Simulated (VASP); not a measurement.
# TaF3 (P4/mmm) in VASP: a series of runs

Runs on TaF3. Level: PBE. Tasks: single point.

Program: VASP 6.6.1. These are calculated values, not measurements. Logs are shortened: lines on timing, memory, paths and dates and some standing lists are left out, and cuts for length are marked.

## Step 1: The cell of the first run

The structure is tetragonal, space group P4/mmm (No. 123). Conventional cell: a = 3.955 Å, b = 3.955 Å, c = 3.796 Å, α = 90.00°, β = 90.00°, γ = 90.00°. Ta (site symmetry 4/mmm) has 6 F at 1.90 to 1.98 Å within 2.5 Å. Within 2.6 Å of F (site symmetry mmm) lie 2 Ta at 1.98 Å. F (site symmetry 4/mmm) has 2 Ta at 1.90 Å within 2.5 Å.

## Step 2: Single point, PBE

Input file INCAR:

```
SYSTEM = TaF3
ALGO = Normal ; EDIFF = 1E-6
ENCUT = 520 ; GGA = PE
ISIF = 2 ; ISMEAR = 0
LASPH = .TRUE. ; LCHARG = .TRUE.
LELF = .TRUE. ; LREAL = .FALSE.
LVHAR = .TRUE. ; LWAVE = .FALSE.
NBANDS = 24 ; NELM = 80
PREC = Accurate ; SIGMA = 0.15
```

Input file KPOINTS:

```
k-points
0
G
  14 14 14
  0 0 0
```

Input file POSCAR:

```
TaF3
1.0
    3.9546477375      0.0000000000      0.0000000000
    0.0000000000      3.9546477375      0.0000000000
    0.0000000000      0.0000000000      3.7964618280
Ta F
1 3
Direct
    0.0000000000      0.0000000000      0.0000000000
    0.5000000000      0.0000000000      0.0000000000
    0.0000000000      0.5000000000      0.0000000000
    0.0000000000      0.0000000000      0.5000000000
```

Potentials or basis: VASP PAW PBE potentials, release 64 (Ta_pv, F).

Started as:

```bash
$ cat potpaw_PBE.64/Ta_pv/POTCAR potpaw_PBE.64/F/POTCAR > POTCAR
$ mpirun -np 1 vasp_std > vasp.out
```

OUTCAR:

```text
SYSTEM = TaF3
   EDIFF = 1E-6
   ENCUT = 520
   GGA = PE
   ISIF = 2
   ISMEAR = 0
   LASPH = .TRUE.
   LREAL = .FALSE.
   NELM = 80
   PREC = Accurate

 ion  position               nearest neighbor table
   1  0.000  0.000  0.000-   4 1.90   4 1.90   2 1.98   3 1.98   3 1.98   2 1.98
   2  0.500  0.000  0.000-   1 1.98   1 1.98
   3  0.000  0.500  0.000-   1 1.98   1 1.98
   4  0.000  0.000  0.500-   1 1.90   1 1.90

  LATTYP: Found a simple tetragonal cell.
 ALAT       =     3.9546477375
 C/A-ratio  =     0.9600000000

  Lattice vectors:

 A1 = (   3.9546477375,   0.0000000000,   0.0000000000)
 A2 = (   0.0000000000,   3.9546477375,   0.0000000000)
 A3 = (   0.0000000000,   0.0000000000,   3.7964618280)

Analysis of symmetry for initial positions (statically):
=====================================================================
 Subroutine PRICEL returns:
 Original cell was already a primitive cell.

 Routine SETGRP: Setting up the symmetry group for a
 simple tetragonal supercell.

 Subroutine GETGRP returns: Found 16 space group operations
 (whereof 16 operations were pure point group operations)
 out of a pool of 16 trial point group operations.

The static configuration has the point symmetry D_4h.

Analysis of symmetry for dynamics (positions and initial velocities):
=====================================================================
 Subroutine PRICEL returns:
 Original cell was already a primitive cell.

 Routine SETGRP: Setting up the symmetry group for a
 simple tetragonal supercell.

 Subroutine GETGRP returns: Found 16 space group operations
 (whereof 16 operations were pure point group operations)
 out of a pool of 16 trial point group operations.

The dynamic configuration has the point symmetry D_4h.

 Subroutine INISYM returns: Found 16 space group operations
 (whereof 16 operations are pure point group operations),
 and found     1 'primitive' translations

----------------------------------------------------------------------------------------

                                     Primitive cell

  volume of cell :      59.3738

  direct lattice vectors                    reciprocal lattice vectors
     3.954647738  0.000000000  0.000000000     0.252867023  0.000000000  0.000000000
     0.000000000  3.954647738  0.000000000     0.000000000  0.252867023  0.000000000
     0.000000000  0.000000000  3.796461828     0.000000000  0.000000000  0.263403149

  length of vectors
     3.954647738  3.954647738  3.796461828     0.252867023  0.252867023  0.263403149

  position of ions in fractional coordinates (direct lattice)
     0.000000000  0.000000000  0.000000000
     0.500000000  0.000000000  0.000000000
     0.000000000  0.500000000  0.000000000
     0.000000000  0.000000000  0.500000000

  ion indices of the primitive-cell ions
   primitive index   ion index
                 1           1
                 2           2
                 3           3
                 4           4

----------------------------------------------------------------------------------------

 KPOINTS: k-points

Automatic generation of k-mesh.
 Grid dimensions read from file:
 generate k-points for:   14   14   14

 Generating k-lattice:

  Cartesian coordinates                     Fractional coordinates (reciprocal lattice)
     0.018061930  0.000000000  0.000000000     0.071428571  0.000000000  0.000000000
     0.000000000  0.018061930  0.000000000     0.000000000  0.071428571  0.000000000
     0.000000000  0.000000000  0.018814511     0.000000000  0.000000000  0.071428571

  Length of vectors
     0.018061930  0.018061930  0.018814511

  Shift w.r.t. Gamma in fractional coordinates (k-lattice)
     0.000000000  0.000000000  0.000000000

 Subroutine IBZKPT returns following result:
 ===========================================

 Found    288 irreducible k-points:

 Following reciprocal coordinates:
            Coordinates               Weight
  0.000000  0.000000  0.000000      1.000000
  0.071429  0.000000  0.000000      4.000000
  0.142857  0.000000  0.000000      4.000000
  0.214286  0.000000  0.000000      4.000000
  0.285714  0.000000  0.000000      4.000000
  0.357143  0.000000  0.000000      4.000000
[... 16 lines left out ...]
  0.285714  0.214286  0.000000      8.000000
  0.357143  0.214286  0.000000      8.000000
 [... further k-points ...]
   k-points           NKPTS =    288   k-points in BZ     NKDIM =    288   number of bands    NBANDS=     24
   number of dos      NEDOS =    301   number of ions     NIONS =      4
   total plane-waves  NPLWV =  25200
   dimension x,y,z NGX =    30 NGY =   30 NGZ =   28
   dimension x,y,z NGXF=    60 NGYF=   60 NGZF=   56
   ions per type =               1   3
   NGX,Y,Z   is equivalent  to a cutoff of  12.61, 12.61, 12.26 a.u.
   NGXF,Y,Z  is equivalent  to a cutoff of  25.22, 25.22, 24.52 a.u.
 SYSTEM =  TaF3
   PREC   = accura    normal or accurate (medium, high low for compatibility)
   ISTART =      0    job   : 0-new  1-cont  2-samecut
   ICHARG =      2    charge: 1-file 2-atom 10-const
   ISPIN  =      1    spin polarized calculation?
   LNONCOLLINEAR =      F non collinear calculations
   LSORBIT =      F    spin-orbit coupling
   LASPH  =      T    aspherical Exc in radial PAW
   ENCUT  =  520.0 eV  38.22 Ry    6.18 a.u.   7.35  7.35  7.06*2*pi/ulx,y,z
   NELM   =     80;   NELMIN=  2; NELMDL= -5     # of ELM steps
   EDIFF  = 0.1E-05   stopping-criterion for ELM
   LREAL  =      F    real-space projection
   EDIFFG = 0.1E-04   stopping-criterion for IOM
   NSW    =      0    number of steps for IOM
   IBRION =     -1    ionic relax: 0-MD 1-quasi-New 2-CG
   NFREE  =      0    steps in history (QN), initial steepest desc. (CG)
   ISIF   =      2    stress and relaxation
   ISYM   =      2    0-nonsym 1-usesym 2-fastsym
   POTIM  = 0.5000    time-step for ionic-motion
   TEBEG  =    0.0;   TEEND  =   0.0 temperature during run
   PSTRESS=    0.0 pullay stress
   NELECT =      32.0000    total number of electrons
   NUPDOWN=      -1.0000    fix difference up-down
   EMIN   =  10.00;   EMAX   =-10.00  energy-range for DOS
   EFERMI =   0.00;   METHOD = LEGACY
   ISMEAR =     0;   SIGMA  =   0.15  broadening in eV -4-tet -1-fermi 0-gaus
   EFERMI_NEDOS =   21; number of points for ismear=-14 and -15
   IALGO  =     38    algorithm
   IMIX   =      4    mixing-type and parameters
     AMIX     =   0.40;   BMIX     =  1.00
     AMIX_MAG =   1.60;   BMIX_MAG =  1.00
  volume/ion in A,a.u.               =      14.84       100.17
  Fermi-wavevector in a.u.,A,eV,Ry     =   1.332273  2.517631 24.149685  1.774952
  Thomas-Fermi vector in A             =   2.461221
   LORBIT       =      0    0 simple, 1 ext, 2 COOP (PROOUT), +10 PAW based schemes
   GGA     = PE    functional components
   LHFCALC =     F    Hartree Fock is set to
   AEXX    =    0.0000 exact exchange contribution
   IVDW    =     0    specifies the selected vdW correction
   LEPSILON=     F    determine dielectric tensor
   LRPA    =     F    only Hartree local field effects (RPA)
 non-spin polarized calculation
 Gauss-broadening in eV      SIGMA  =   0.15
  energy-cutoff  :      520.00
  volume of cell :       59.37
 maximum number of plane-waves:      1626
 NGX is ok and might be reduce to    30

 number of electron      31.9999975 magnetization

 Free energy of the ion-electron system (eV)
  ---------------------------------------------------
  ext. energy  EPLUGINS =         0.00000000
  ---------------------------------------------------
  free energy    TOTEN  =       -25.93690263 eV

  energy without entropy =      -25.90710648  energy(sigma->0) =      -25.92200456

 E-fermi :   4.9654     XC(G=0):  -9.0415

 val. band max:        4.9582210707   @ k =   0.3571   0.2143   0.0000
 cond. band min:       4.9656458153   @ k =   0.3571   0.0714   0.2857
 fundamental gap:      0.0074247446
 Fermi energy:         4.9654408090

 k-point     1 :       0.0000    0.0000    0.0000
  band No.  band energies     occupation
      1     -32.2372      2.00000
      2     -32.0357      2.00000
      3     -32.0357      2.00000
      4     -24.5210      2.00000
      5     -23.7183      2.00000
      6     -23.5336      2.00000
[... 16 lines left out ...]
     23      13.5328      0.00000
     24      14.1665      0.00000

 k-point     2 :       0.0714    0.0000    0.0000
  band No.  band energies     occupation
      1     -32.2369      2.00000
      2     -32.0524      2.00000
      3     -32.0355      2.00000
      4     -24.5193      2.00000
      5     -23.6954      2.00000
      6     -23.5076      2.00000
[... 16 lines left out ...]
     23      13.5573      0.00000
     24      14.1300      0.00000

 k-point     3 :       0.1429    0.0000    0.0000
  band No.  band energies     occupation
      1     -32.2363      2.00000
      2     -32.0986      2.00000
      3     -32.0348      2.00000
      4     -24.5145      2.00000
      5     -23.6584      2.00000
      6     -23.4040      2.00000
[... 16 lines left out ...]
     23      13.6884      0.00000
     24      14.2451      0.00000

 k-point     4 :       0.2143    0.0000    0.0000
  band No.  band energies     occupation
      1     -32.2353      2.00000
      2     -32.1636      2.00000
      3     -32.0338      2.00000
      4     -24.5092      2.00000
      5     -23.6389      2.00000
      6     -23.2166      2.00000
[... 16 lines left out ...]
     23      13.8943      0.00000
     24      14.4287      0.00000

 k-point     5 :       0.2857    0.0000    0.0000
  band No.  band energies     occupation
      1     -32.2343      2.00000
      2     -32.2336      2.00000
      3     -32.0327      2.00000
      4     -24.5045      2.00000
      5     -23.6297      2.00000
      6     -22.9902      2.00000
[... 451 lines left out ...]
 k-point    22 :       0.2143    0.2143    0.0000
  band No.  band energies     occupation
      1     -32.2335      2.00000
      2     -32.1623      2.00000
      3     -32.1609      2.00000
      4     -24.4983      2.00000
      5     -23.2905      2.00000
      6     -23.1666      2.00000
[... 16 lines left out ...]
     23      11.6212      0.00000
     24      14.6175      0.00000

 k-point    23 :       0.2857    0.2143    0.0000
  band No.  band energies     occupation
      1     -32.2324      2.00000
      2     -32.2315      2.00000
      3     -32.1605      2.00000
      4     -24.4941      2.00000
      5     -23.2378      2.00000
      6     -22.9836      2.00000
[... 16 lines left out ...]
     23      11.8653      0.00000
     24      14.7033      0.00000

 k-point    24 :       0.3571    0.2143    0.0000
  band No.  band energies     occupation
      1     -32.2926      2.00000
      2     -32.2315      2.00000
      3     -32.1594      2.00000
      4     -24.4909      2.00000
      5     -23.2291      2.00000
      6     -22.7748      2.00000
[... 16 lines left out ...]
     23      12.2642      0.00000
     24      14.5748      0.00000

 [... further k-points ...]

------------------------ aborting loop because EDIFF is reached ----------------------------------------

  FORCE on cell =-STRESS in cart. coord.  units (eV):
  Direction    XX          YY          ZZ          XY          YZ          ZX
  --------------------------------------------------------------------------------------
  -------------------------------------------------------------------------------------
  Total        7.4653996      7.4653996     14.7338782      0.0000000     -0.0000000      0.0000000
  in kB      201.4507995    201.4507995    397.5877649      0.0000000     -0.0000000      0.0000000
  external PRESSURE =     266.8297880 kB  Pullay stress =       0.0000000 kB

 VOLUME and BASIS-vectors are now :
 -----------------------------------------------------------------------------
  energy-cutoff  :      520.00
  volume of cell :       59.37
      direct lattice vectors                 reciprocal lattice vectors
     3.954647738  0.000000000  0.000000000     0.252867023  0.000000000  0.000000000
     0.000000000  3.954647738  0.000000000     0.000000000  0.252867023  0.000000000
     0.000000000  0.000000000  3.796461828     0.000000000  0.000000000  0.263403149

 POSITION                                       TOTAL-FORCE (eV/Angst)
 -----------------------------------------------------------------------------------
      0.00000      0.00000      0.00000         0.000000      0.000000      0.000000
      1.97732      0.00000      0.00000         0.000000      0.000000      0.000000
      0.00000      1.97732      0.00000         0.000000      0.000000      0.000000
      0.00000      0.00000      1.89823         0.000000      0.000000      0.000000
 -----------------------------------------------------------------------------------
    total drift:                                0.000000      0.000000      0.000000

  FREE ENERGIE OF THE ION-ELECTRON SYSTEM (eV)
  ---------------------------------------------------
  free  energy   TOTEN  =       -25.9369026277 eV

  energy  without entropy=      -25.9071064824  energy(sigma->0) =      -25.92200456
```

Run time: 3.1 min. Hardware: 1 thread of Intel Xeon Platinum 8488C (Sapphire Rapids), shared host; peak memory 0.43 GiB.

Results:

```
Free energy            : -25.9369 eV
Pressure               : 26.7 GPa
Band gap on the k mesh : zero (bands 16 and 17 overlap by 2.87 eV)
```

Stress tensor (GPa, compression positive):
```
20.15  0.00  0.00
 0.00 20.15  0.00
 0.00  0.00 39.76
```

Caveat: the stress differs along the axes, from 20 to 40 GPa; spin-orbit coupling is left out, which moves the levels of the heavy elements.

## Step 3: Single point, PBE

This run uses another cell than the first one, of the same volume but with other edges.

Input file INCAR:

```
ALGO = Normal
EDIFF = 1E-6
ENCUT = 520
GGA = PE
ISIF = 2
ISMEAR = 0
LASPH = True
LCHARG = False
LREAL = False
LWAVE = False
NBANDS = 24
NELM = 80
PREC = Accurate
SIGMA = 0.15
```

Input file KPOINTS:

```
k-points
0
Gamma
  14 14 14
```

Input file POSCAR:

```
TaF3
1.0
    3.8382664143      0.0000000000      0.0000000000
    0.0000000000      3.8382664143      0.0000000000
    0.0000000000      0.0000000000      4.0301797350
Ta F
1 3
Direct
    0.0000000000      0.0000000000      0.0000000000
    0.5000000000      0.0000000000      0.0000000000
    0.0000000000      0.5000000000      0.0000000000
    0.0000000000      0.0000000000      0.5000000000
```

Potentials or basis: VASP PAW PBE potentials, release 64 (Ta_pv, F).

Started as:

```bash
$ cat potpaw_PBE.64/Ta_pv/POTCAR potpaw_PBE.64/F/POTCAR > POTCAR
$ mpirun -np 1 vasp_std > vasp.out
```

Run time: 3.4 min. Hardware: 1 thread of Intel Xeon Platinum 8488C (Sapphire Rapids), shared host; peak memory 0.44 GiB.

It converged, with:

```yaml
Free_energy: -25.9073 eV
Pressure: 26.9 GPa
Band_gap_on_the_k_mesh: zero (bands 16 and 17 overlap by 2.94 eV)
```

Stress tensor (GPa, compression positive):
```
33.77  0.00  0.00
 0.00 33.77  0.00
 0.00  0.00 13.24
```

Levels at points of the mesh, in eV from the Fermi level:
```
           k point  band 12  band 13  band 14  band 15  band 16  band 17  band 18  band 19  band 20  band 21
(0.00, 0.00, 0.00)    -9.45    -9.09    -8.79    -8.79    -1.26    -1.22    -1.22    -0.52     2.35     2.99
(0.50, 0.00, 0.00)    -9.92    -9.17    -9.06    -8.78    -1.12     0.50     0.53     1.87     2.48     2.97
(0.50, 0.50, 0.00)    -9.43    -9.10    -9.10    -8.80     0.66     0.66     1.73     2.66     4.93     5.27
(0.00, 0.00, 0.50)    -9.44    -9.44    -9.38    -9.38    -1.20     0.13     0.13     2.27     2.35     3.08
(0.50, 0.00, 0.50)    -9.86    -9.83    -9.35    -8.41     0.24     0.58     1.42     3.68     4.90     4.92
(0.50, 0.50, 0.50)   -11.21    -8.80    -8.40    -8.40     1.71     1.71     1.99     3.70     6.77     7.55
```

Caveat: the stress differs along the axes, from 13 to 34 GPa; spin-orbit coupling is left out, which moves the levels of the heavy elements.
